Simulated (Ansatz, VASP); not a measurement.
## Be3ZnSe4: VASP beside Ansatz

File INCAR:

```
SYSTEM = Be3ZnSe4
PREC = Accurate
ENCUT = 600
EDIFF = 1E-6
ISMEAR = 0
SIGMA = 0.1
LREAL = .FALSE.
LASPH = .TRUE.
NELM = 60
ALGO = Normal
ISIF = 3
LWAVE = .FALSE.
LCHARG = .FALSE.
GGA = PE
IBRION = 2
NSW = 90
EDIFFG = -0.04
```

Contents of KPOINTS:

```
regular mesh
0
G
  4 2 4
  0 0 0
```

POSCAR

```
Be3ZnSe4
1.0
    3.7521981900      0.0000000000      0.0000000000
    0.0000000000      7.5043963900      0.0000000000
    0.0000000000      0.0000000000      5.3064095700
Be Zn Se
3 1 4
Direct
    0.0000000000      0.5000000000      0.0000000000
    0.5000000000      0.7500000000      0.5000000000
    0.5000000000      0.2500000000      0.5000000000
    0.0000000000      0.0000000000      0.0000000000
    0.0000000000      0.2500000000      0.2500000000
    0.0000000000      0.7500000000      0.2500000000
    0.5000000000      0.0000000000      0.7500000000
    0.5000000000      0.5000000000      0.7500000000
```

Input for Ansatz:

```yaml
crystal:
  lattice:
    - [3.75219819, 0.0, 0.0]
    - [0.0, 7.50439639, 0.0]
    - [0.0, 0.0, 5.30640957]
  atoms:
    - { symbol: Be, position: [0.0, 0.5, 0.0] }
    - { symbol: Be, position: [0.5, 0.75, 0.5] }
    - { symbol: Be, position: [0.5, 0.25, 0.5] }
    - { symbol: Zn, position: [0.0, 0.0, 0.0] }
    - { symbol: Se, position: [0.0, 0.25, 0.25] }
    - { symbol: Se, position: [0.0, 0.75, 0.25] }
    - { symbol: Se, position: [0.5, 0.0, 0.75] }
    - { symbol: Se, position: [0.5, 0.5, 0.75] }
basis:
  ecutwfc: 420
kpoints:
  mp_grid: { grid: [4, 2, 4] }
hamiltonian:
  xc: pbe
scf:
  occupations: { method: gaussian, width: 0.1 }
  lower_state_search: "off"
output:
  forces: true
  stress: true
  eigenvalues: true
relax:
  adjacent_minimum: "off"
  f_tol: 0.04
  max_steps: 70
  cell: { stress_tol: 0.4 }
```

Alike in both runs: task relaxation of cell and atoms; functional PBE; k mesh 4 × 2 × 4; occupations gaussian, width 0.1 eV; no spin polarisation.

```csv
,VASP,Ansatz
version,VASP 6.6.1,Ansatz 0.2.0
potentials or method,"VASP PAW PBE potentials, release 64 (Be, Zn, Se), cutoff 600 eV","scalar-relativistic, plane waves, PAW"
valence electrons in the cell,42,82
```

VASP gave:

| Property | Result |
| --- | --- |
| gap on the k mesh at the Fermi level, each at its own relaxed structure (eV) | 2.50 |
| relaxed volume (Å³/atom) | 18.85 |
| relaxed cell length with the largest relative difference (Å) | 7.561 |

Question: What did Ansatz give for the same quantities?

Answer: gap on the k mesh at the Fermi level, each at its own relaxed structure (eV): 2.51; relaxed volume (Å³/atom): 18.81; relaxed cell length with the largest relative difference (Å): 7.551.

VASP's potentials hold 42 valence electrons a cell and Ansatz's 82, so a difference there can come from the potentials and not from the codes.
